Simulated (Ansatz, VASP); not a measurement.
## CsCl: VASP beside Ansatz

Contents of POSCAR:

```
CsCl
1.0
    4.1718112312      0.0000000000      0.0000000000
    0.0000000000      4.1718112312      0.0000000000
    0.0000000000      0.0000000000      4.1718112312
Cs Cl
1 1
Direct
    0.0000000000      0.0000000000      0.0000000000
    0.5000000000      0.5000000000      0.5000000000
```

INCAR.step1

```
SYSTEM = CsCl
ALGO = Normal ; EDIFF = 1E-5
ENCUT = 400 ; GGA = PE
GGA_COMPAT = .FALSE. ; ISIF = 2
ISMEAR = -1 ; LASPH = .TRUE.
LCHARG = .FALSE. ; LREAL = .FALSE.
LWAVE = .TRUE. ; NBANDS = 15
NELM = 120 ; PREC = Accurate
SIGMA = 0.05
```

The input INCAR.step2:

```
SYSTEM = CsCl
ALGO = Normal ; EDIFF = 1E-6
ENCUT = 400 ; GGA = PE
GGA_COMPAT = .FALSE. ; HFSCREEN = 0.2079
ISIF = 2 ; ISMEAR = -1
ISTART = 1 ; LASPH = .TRUE.
LCHARG = .FALSE. ; LHFCALC = .TRUE.
LREAL = .FALSE. ; LWAVE = .FALSE.
NBANDS = 15 ; NELM = 120
PREC = Accurate ; PRECFOCK = Normal
SIGMA = 0.05
```

Contents of KPOINTS:

```
k-points
0
G
  4 4 4
  0 0 0
```

Input for Ansatz:

```yaml
crystal:
  lattice:
    - [4.171811231193, 0.0, 0.0]
    - [0.0, 4.171811231193, 0.0]
    - [0.0, 0.0, 4.171811231193]
  atoms:
    - { symbol: Cs, position: [0.0, 0.0, 0.0] }
    - { symbol: Cl, position: [0.5, 0.5, 0.5] }
kpoints:
  mp_grid: { grid: [4, 4, 4] }
hamiltonian:
  xc: hse06
  pseudopotentials:
    kind: all_electron
    relativity: scalar
    datasets: crystal
    dataset_attempts: all
    dirac_shells: { Cl: ["2p"], Cs: ["4p", "3d"] }
    nuclear_model: point
scf:
  occupations: { method: fermi_dirac, width: 0.05 }
  convergence: { dr2_threshold: "1e-9 eV" }
  max_iter: 400
  exx: { singularity: regularized }
  lower_state_search: "off"
output:
  forces: true
  stress: true
```

Alike in both runs: task single point; functional HSE06; k mesh 4 × 4 × 4; occupations fermi-dirac, width 0.05 eV; no spin polarisation.

|  | VASP | Ansatz |
| --- | --- | --- |
| version | VASP 6.6.1 | Ansatz 0.2.0 development build |
| potentials or method | VASP PAW PBE potentials, release 64 (Cs_sv, Cl), cutoff 400 eV | plane waves, all-electron PAW datasets generated for the crystal |

|  | VASP | Ansatz | Ansatz less VASP |
| --- | --- | --- | --- |
| gap on the k mesh at the Fermi level (eV) | 6.41 | 6.42 | +0.012 |

Ansatz ran all-electron here, and VASP with PAW potentials.

Neither program's run includes spin-orbit coupling.
